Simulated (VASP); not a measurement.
A run of VASP 6.6.1:

File INCAR:

```
PREC = Accurate
ENCUT = 520
EDIFF = 1E-6
ISMEAR = 1
SIGMA = 0.1
LREAL = False
LASPH = True
NELM = 100
ALGO = Normal
ISIF = 2
LWAVE = False
LCHARG = False
GGA = PS
NBANDS = 27
```

Contents of KPOINTS:

```
regular mesh
0
Gamma
  9 9 9
```

POSCAR

```
LaSi3Rh
1.0
   -2.0801033626      2.0801033626      4.8080465242
    2.0801033626     -2.0801033626      4.8080465242
    2.0801033626      2.0801033626     -4.8080465242
La Si Rh
1 3 1
Direct
    0.9994988900      0.9994988900      0.0000000000
    0.4119316800      0.4119316800      0.0000000000
    0.2620189200      0.7620189200      0.5000000000
    0.7620189200      0.2620189200      0.5000000000
    0.6545305800      0.6545305800      0.0000000000
```

Potentials or basis: VASP PAW PBE potentials, release 64 (La, Si, Rh_pv).

Launch:

```sh
$ cat potpaw_PBE.64/La/POTCAR potpaw_PBE.64/Si/POTCAR potpaw_PBE.64/Rh_pv/POTCAR > POTCAR
$ mpirun -np 1 vasp_std > vasp.out
```

Hardware: 1 thread of Oxide Virtual Turin-like Processor (shared host).

**Question.** Estimate the wall time of this run.

**Answer.** It took 7.5 min on 1 thread of Oxide Virtual Turin-like Processor (shared host), peak memory 0.36 GiB. Counts: scf iterations 16, k points 75.
